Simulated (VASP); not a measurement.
# SrO: relaxation of cell and atoms with PBE

The system is SrO.

```
Sr O
1.0
     1.94120   -4.92541    0.00000
     1.94120    4.92541    0.00000
     0.00000    0.00000    3.75981
Sr O
2 2
Cartesian
  1.9412 -3.5660 2.8199
  1.9412 3.5660 0.9400
  1.9412 -0.8176 2.8199
  1.9412 0.8176 0.9400
```

```json
{
 "Program": "VASP 6.6.1",
 "Task": "relaxation of cell and atoms",
 "Functional": "PBE",
 "Potentials or basis": "VASP PAW PBE potentials, release 64 (Sr_sv, O)",
 "Cutoff": "600 eV",
 "k mesh": "6 × 6 × 4",
 "Occupations": "gaussian, width 0.1 eV",
 "Spin": "no spin polarisation",
 "Dipole correction": "no",
 "Further INCAR settings": "ALGO = Normal; EDIFF = 1e-07; IBRION = 2; EDIFFG = -0.04; NSW = 90; ISIF = 3"
}
```

| Property | Result |
| --- | --- |
| Relaxed volume | 19.25 Å³/atom |
| Relaxed cell | a = 6.213 Å, b = 6.213 Å, c = 3.658 Å, α = 90.00°, β = 90.00°, γ = 146.96° |
| Space group after relaxing (to 0.05 Å) | Cmcm (No. 63) |
| Energy gained by relaxing | 692.5 meV/atom |
| Ionic steps | 22 |
| Pressure after relaxing | -0.1 GPa |
| Largest force after relaxing | 0.027 eV/Å |
| Band gap on the k mesh | 2.39 eV, indirect (least direct gap 2.42 eV) |

Forces on the atoms (eV/Å):
```
Sr   0.000 -0.019  0.000
Sr   0.000  0.019  0.000
O    0.000 -0.027  0.000
O    0.000  0.027  0.000
```

Stress tensor (GPa, compression positive):
```
-0.17  0.00  0.00
 0.00 -0.21  0.00
 0.00  0.00  0.17
```

Step by step:
| step | energy change (eV) | largest force (eV/Å) | pressure (GPa) | volume (Å³) |
| --- | --- | --- | --- | --- |
| 1 | 0.0000 | 3.5976 | -3.77 | 71.90 |
| 2 | -1.9615 | 1.8762 | -0.46 | 66.99 |
| 3 | -2.1608 | 1.2640 | 2.04 | 64.84 |
| 4 | -2.1593 | 1.1702 | 2.50 | 64.48 |
| 5 | -2.4588 | 0.6137 | -0.20 | 66.40 |
| 6 | -2.4933 | 0.4952 | -1.46 | 67.34 |
| 7 | -2.5558 | 0.4178 | 0.96 | 65.94 |
| 8 | -2.5702 | 0.3318 | 2.98 | 64.96 |
| 9 | -2.6163 | 0.2428 | 2.43 | 65.96 |
| 10 | -2.7047 | 0.0448 | 1.73 | 68.89 |
| 11 | -2.7133 | 0.2522 | 2.50 | 74.44 |
| 12 | -2.7193 | 0.4173 | -3.21 | 82.24 |
| 13 | -2.7550 | 0.1235 | -0.70 | 78.41 |
| 14 | -2.7638 | 0.0710 | 0.64 | 77.51 |
| 15 | -2.7661 | 0.0865 | 0.21 | 77.79 |
| 16 | -2.7672 | 0.0481 | -0.24 | 78.15 |
| 17 | -2.7672 | 0.0490 | -0.24 | 78.14 |
| 18 | -2.7680 | 0.0512 | -0.06 | 77.86 |
| 19 | -2.7682 | 0.0818 | 0.06 | 77.68 |
| 20 | -2.7688 | 0.0620 | -0.04 | 77.56 |
| 21 | -2.7694 | 0.0333 | -0.21 | 77.34 |
| 22 | -2.7700 | 0.0268 | -0.07 | 76.98 |

Final structure:
```cif
data_structure
_symmetry_space_group_name_H-M 'P 1'
_symmetry_Int_Tables_number 1
_cell_length_a 6.2130
_cell_length_b 6.2130
_cell_length_c 3.6577
_cell_angle_alpha 90.000
_cell_angle_beta 90.000
_cell_angle_gamma 146.960
_cell_volume 76.98
loop_
_atom_site_label
_atom_site_type_symbol
_atom_site_fract_x
_atom_site_fract_y
_atom_site_fract_z
_atom_site_occupancy
Sr1 Sr 0.85792 0.14208 0.75000 1
Sr2 Sr 0.14208 0.85792 0.25000 1
O1 O 0.64912 0.35088 0.75000 1
O2 O 0.35088 0.64912 0.25000 1
```

Levels at points of the mesh, in eV from the valence-band top:
```tsv
k point	band 14	band 15	band 16	band 17	band 18	band 19
(0.00, 0.00, 0.00)	-0.14	-0.04	-0.03	2.39	3.63	4.98
(0.50, 0.00, 0.00)	-1.22	-1.20	-0.61	4.73	5.49	6.70
(0.50, 0.50, 0.00)	-0.13	-0.09	0.00	3.59	4.41	5.02
(0.00, 0.00, 0.50)	-1.06	-0.88	-0.88	4.50	4.50	6.77
(0.50, 0.00, 0.50)	-0.53	-0.18	-0.18	4.09	4.09	5.71
(0.50, 0.50, 0.50)	-1.04	-1.01	-1.01	5.41	5.41	7.32
```

It took 9.1 min on 1 thread of Intel(R) Xeon(R) 6975P-C (Granite Rapids), on a shared host, peak memory 0.27 GiB.

A k mesh can miss the band edges. As with any semilocal functional, this PBE gap is likely too small.
